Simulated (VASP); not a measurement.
C:

```
C
1.0
     0.00000    1.78337    1.76554
     1.78337    0.00000    1.76554
     1.78337    1.78337    0.00000
C
2
Direct
  0.75000 0.75000 0.75000
  0.50000 0.50000 0.50000
```

Base run:

| Quantity | Value |
| --- | --- |
| Program | VASP 6.6.1 |
| Functional | PBE |
| Potentials or basis | VASP PAW PBE potentials, release 64 (C) |
| Cutoff | 520 eV |
| k mesh | 11 × 11 × 11 |
| Occupations | fermi-dirac, width 0.05 eV |
| Spin | no spin polarisation |

Its results: band gap on the k mesh 3.89 eV, indirect (least direct gap 5.43 eV); pressure 7.0 GPa.

The run is repeated on the same cell with these changes: functional from PBE to PBEsol; cutoff from 520 eV to 600 eV. What comes out?

Band gap on the k mesh 3.77 eV, indirect (least direct gap 5.39 eV); pressure 0.1 GPa.

PBEsol binds more tightly than PBE, so the same cell stands under less pressure.

Caveats: the PAW data sets were made with another functional, which shifts forces and pressure a little (some runs).

A k mesh can miss the band edges.
